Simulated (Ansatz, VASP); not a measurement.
C: VASP beside Ansatz

POSCAR

```
C
1.0
    0.0000000000      2.1905592358      3.5083372064
    1.2647588402      0.0000000000      3.5083372064
    1.2647588402      2.1905592358      0.0000000000
C
2
Direct
    0.1667039277      0.8332960723      0.1667039277
    0.8332960723      0.1667039277      0.8332960723
```

INCAR.step1

```
SYSTEM = C
PREC     = Accurate       ! precision mode
ENCUT    = 520            ! plane-wave cutoff, eV
ISMEAR   = 0              ! smearing method
SIGMA    = 0.05           ! smearing width, eV
LREAL    = .FALSE.        ! projectors in reciprocal space
LASPH    = .TRUE.         ! aspherical terms in the spheres
NELM     = 80             ! most SCF steps
NBANDS   = 11             ! bands
GGA      = PE             ! functional
ALGO     = Normal         ! electronic algorithm
EDIFF    = 1E-4           ! SCF threshold, eV
LWAVE    = .TRUE.         ! write WAVECAR
LCHARG   = .FALSE.        ! write CHGCAR
```

The input INCAR.step2:

```
SYSTEM = C
PREC     = Accurate       ! precision mode
ENCUT    = 520            ! plane-wave cutoff, eV
EDIFF    = 1E-6           ! SCF threshold, eV
ISMEAR   = 0              ! smearing method
SIGMA    = 0.05           ! smearing width, eV
LREAL    = .FALSE.        ! projectors in reciprocal space
LASPH    = .TRUE.         ! aspherical terms in the spheres
NELM     = 80             ! most SCF steps
ALGO     = Normal         ! electronic algorithm
ISIF     = 2              ! what is computed and relaxed
LWAVE    = .FALSE.        ! write WAVECAR
LCHARG   = .TRUE.         ! write CHGCAR
METAGGA  = R2SCAN         ! meta-GGA
LMIXTAU  = .TRUE.       
LELF     = .TRUE.         ! ELF
LVHAR    = .TRUE.       
NBANDS   = 11             ! bands
ISTART   = 1
```

KPOINTS

```
regular mesh
0
G
  14 14 14
  0 0 0
```

Input for Ansatz:

```yaml
crystal:
  lattice:
    - [0.0, 2.1905592358, 3.5083372064]
    - [1.2647588402, 0.0, 3.5083372064]
    - [1.2647588402, 2.1905592358, 0.0]
  atoms:
    - { symbol: C, position: [0.1667039277, 0.8332960723, 0.1667039277] }
    - { symbol: C, position: [0.8332960723, 0.1667039277, 0.8332960723] }
basis:
  ecutwfc: 500
kpoints:
  mp_grid: { grid: [14, 14, 14] }
hamiltonian:
  xc: r2scan
scf:
  occupations: { method: gaussian, width: 0.05 }
output:
  forces: true
  stress: true
  eigenvalues: true
```

Change from the starting cell: strain +0.030 along x and y, -0.015 along z, atoms carried along.

Alike in both runs: task single point; functional r2SCAN; k mesh 14 × 14 × 14; occupations gaussian, width 0.05 eV; no spin polarisation.

```csv
,VASP,Ansatz
version,VASP 6.6.1,Ansatz 0.2.0
potentials or method,"VASP PAW PBE potentials, release 64 (C), cutoff 520 eV","scalar-relativistic, plane waves, PAW"
valence electrons in the cell,8,8
```

Ansatz gave:

| Item | Value |
| --- | --- |
| gap on the k mesh at the Fermi level (eV) | 0.47 |
| least direct gap on the mesh (eV) | 0.57 |
| pressure (GPa) | -21.2 |
| traceless stress, the component that is largest in VASP (GPa) | 21.71 |
| rms of the force components (eV/Å) | 0.004 |

Q: What did VASP give for the same quantities?

A: gap on the k mesh at the Fermi level (eV): 0.47; least direct gap on the mesh (eV): 0.57; pressure (GPa): -20.6; traceless stress, the component that is largest in VASP (GPa): 21.05; rms of the force components (eV/Å): 0.004.

VASP's potentials were made for PBE, not for r2SCAN. Atom by atom the forces differ by 0.000 eV/Å (rms over components). The functional is the same, so the differences come from potentials, cutoffs and numerics.
